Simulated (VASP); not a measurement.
Input of a VASP 6.6.1 run:

Contents of INCAR:

```
ALGO = Normal
EDIFF = 1E-6
ENCUT = 500
GGA = PE
GGA_COMPAT = False
ISIF = 2
ISMEAR = 0
LASPH = True
LCHARG = False
LREAL = False
LWAVE = False
NBANDS = 8
NELM = 120
PREC = Accurate
SIGMA = 0.1
```

KPOINTS

```
k-points
0
Gamma
  8 8 8
```

POSCAR

```
P
1.0
    2.4434791982      0.0000000000      0.0000000000
    0.0000000000      2.4434791982      0.0000000000
    0.0000000000      0.0000000000      2.4434791982
P
1
Direct
    0.0000000000      0.0000000000      0.0000000000
```

Potentials or basis: VASP PAW PBE potentials, release 64 (P).

Run with:

```bash
$ cat potpaw_PBE.64/P/POTCAR > POTCAR
$ mpirun -np 1 vasp_std > vasp.out
```

(1) What does it give for the band gap on the k mesh?

(2) Predict the pressure.

## Answers

(1) zero (an odd number of electrons rules out a gap without spin polarisation).

(2) -0.2 GPa.

Caveat: an odd number of electrons without spin polarisation forces a metal; a magnetic or distorted state may lie lower.
